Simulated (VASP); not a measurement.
InSb3:

```xyz
4
Lattice="0.0000 3.7946 3.7946 3.7946 0.0000 3.7946 3.7946 3.7946 0.0000" Properties=species:S:1:pos:R:3 pbc="T T T"
In    0.0000    0.0000    0.0000
Sb    1.8973    1.8973    1.8973
Sb    5.6918    5.6918    5.6918
Sb    3.7946    3.7946    3.7946
```

| Quantity | Value |
| --- | --- |
| Program | VASP 6.6.1 |
| Task | relaxation of cell and atoms |
| Functional | PBEsol |
| Potentials or basis | VASP PAW PBE potentials, release 64 (In_d, Sb) |
| Cutoff | 600 eV |
| k mesh | 11 × 11 × 11 |
| Occupations | fermi-dirac, width 0.05 eV |
| Spin | no spin polarisation |

At the start: pressure -2.8 GPa; volume 27.32 Å³/atom.

Q: Where does the relaxation end?

A: Over 3 steps the energy falls by 13.2 meV/atom and the volume is 25.90 Å³/atom (-5.2 %); space group Fm-3m (No. 225, to 0.1 Å) before and after.

Step by step:
```
step  energy change (eV)  largest force (eV/Å)  pressure (GPa)  volume (Å³)
   1              0.0000                0.0000           -2.85       109.27
   2             -0.0466                0.0000            1.15       101.77
   3             -0.0530                0.0000            0.01       103.61
```

Final structure:
```yaml
crystal:
  lattice:
    - [0.00000, 3.72783, 3.72783]
    - [3.72783, 0.00000, 3.72783]
    - [3.72783, 3.72783, 0.00000]
  atoms:
    - { symbol: In, position: [0.00000, 0.00000, 0.00000] }
    - { symbol: Sb, position: [0.25000, 0.25000, 0.25000] }
    - { symbol: Sb, position: [0.75000, 0.75000, 0.75000] }
    - { symbol: Sb, position: [0.50000, 0.50000, 0.50000] }
```

Caveat: the highest band is partly filled, so the run has too few bands; the PAW data sets were made with another functional, which shifts forces and pressure a little.
